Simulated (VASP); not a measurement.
Runs of VASP 6.6.1 on PbF2 (Fluorocronite). The structure is that of space group Fm-3m (No. 225), or close to it. The cells are those of the table. 

| level | cell | cutoff (eV) | smearing | gap on the mesh (eV) | pressure (GPa) |
| --- | --- | --- | --- | --- | --- |
| r2SCAN | a = 3.986 Å, angles 60.0°, 3 atoms | 660 | gaussian 0.01 eV | 4.80 | (b) |
| PBE | a = 3.986 Å, angles 60.0°, 3 atoms | 600 | fermi-dirac 0.02 eV | 4.33 | 19.2 |
| PBE | a = 4.166, b = 4.166, c = 4.228 Å, angles 59.5, 59.5, 59.0°, 3 atoms | 600 | fermi-dirac 0.02 eV | 4.41 | (a) |
| r2SCAN | a = 4.166, b = 4.166, c = 4.228 Å, angles 59.5, 59.5, 59.0°, 3 atoms | 660 | gaussian 0.01 eV | 4.92 | (c) |

Alike in all rows: task single point; potentials or basis VASP PAW PBE potentials, release 64 (Pb_d, F); no spin polarisation; k mesh 8 × 8 × 8.

Q: Fill in the values left out.

A: (a) 4.0; (b) 16.1; (c) 1.1.

Caveats: spin-orbit coupling is left out, which moves the levels of the heavy elements; the PAW data sets were made with another functional, which shifts forces and pressure a little (some runs).

A k mesh can miss the band edges, and the runs leave out spin-orbit coupling on Pb.
